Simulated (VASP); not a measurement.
# Si8H3Cl: single point with PBEsol

Si8H3Cl, a slab with vacuum:

```
H Si Cl
1.0
     7.67918    0.00000    0.00000
     3.83959    6.65036    0.00000
     0.00000    0.00000   18.86876
H Si Cl
6 16 2
Direct
  0.16667 0.16667 0.05300
  0.66667 0.16667 0.05300
  0.16667 0.66667 0.05300
  0.66667 0.66667 0.05300
  0.03263 0.49850 0.42892
  0.49227 0.44787 0.41563
  0.16667 0.16667 0.13249
  0.66667 0.16667 0.13249
  0.16667 0.66667 0.13249
  0.66667 0.66667 0.13249
  0.84734 0.33285 0.17141
  0.33194 0.34079 0.16793
  0.82594 0.83419 0.17454
  0.32347 0.83009 0.16926
  0.84482 0.32152 0.29555
  0.33133 0.33869 0.29812
  0.83177 0.81227 0.29628
  0.33777 0.82592 0.28984
  0.00546 0.99659 0.33446
  0.50298 0.99030 0.33213
  0.99944 0.48588 0.34768
  0.50251 0.48426 0.33772
  0.48771 0.01427 0.43770
  0.00003 0.99374 0.44556
```

```yaml
Program: VASP 6.6.1
Task: single point
Functional: PBEsol
Potentials_or_basis: VASP PAW PBE potentials, release 64 (H, Si, Cl)
Cutoff: 520 eV
k_mesh: 2 × 2 × 1
Occupations: fermi-dirac, width 0.02 eV
Spin: no spin polarisation
Dipole_correction: no
Further_INCAR_settings: LREAL = Auto; ALGO = Normal; EDIFF = 1e-07; NBANDS = 60
```

```json
{
 "Largest force": "1.993 eV/Å",
 "Band gap on the k mesh": "1.01 eV"
}
```

Forces in eV/Å, atoms in the order of the input:
```
H   -0.087 -0.043 -0.150
H    0.080 -0.107 -0.115
H   -0.045  0.106 -0.156
H    0.028 -0.045 -0.130
H   -0.501 -0.067 -0.847
H    0.344  0.370  0.115
Si   0.917 -0.271 -0.384
Si   0.511  0.230  0.349
Si  -1.276  0.262 -0.539
Si  -0.422  0.064 -0.060
Si  -1.361  0.231  0.196
Si  -0.237 -0.735  1.352
Si   0.498 -0.190 -0.522
Si   1.334  0.256 -0.164
Si  -0.649  0.649  0.530
Si  -1.165 -0.950 -1.309
Si   1.242  0.314  0.767
Si  -0.330 -0.500  1.468
Si  -0.739 -1.201 -0.046
Si  -0.168  0.842 -1.410
Si   0.988  0.231 -0.043
Si   1.022  0.610 -0.254
Cl  -0.092 -0.100  1.611
Cl   0.107  0.040 -0.257
```

Levels at points of the mesh, in eV from the valence-band top:
| k point | band 40 | band 41 | band 42 | band 43 | band 44 | band 45 |
| --- | --- | --- | --- | --- | --- | --- |
| (0.00, 0.00, 0.00) | -0.74 | -0.05 | 0.00 | 1.01 | 1.12 | 1.15 |
| (0.50, 0.00, 0.00) | -1.49 | -0.82 | -0.73 | 1.52 | 1.62 | 2.20 |
| (0.50, 0.50, 0.00) | -1.49 | -0.81 | -0.75 | 1.58 | 1.60 | 2.31 |
| (0.00, 0.50, 0.00) | -1.51 | -0.93 | -0.59 | 1.52 | 1.56 | 2.31 |

Run time: 6.2 min on 1 thread of AMD EPYC 9R45 96-Core Processor (Zen 5), with other jobs on the host, peak memory 0.96 GiB.

Caveat: the k points lie up to 0.47 Å⁻¹ apart; the PAW data sets were made with another functional, which shifts forces and pressure a little.
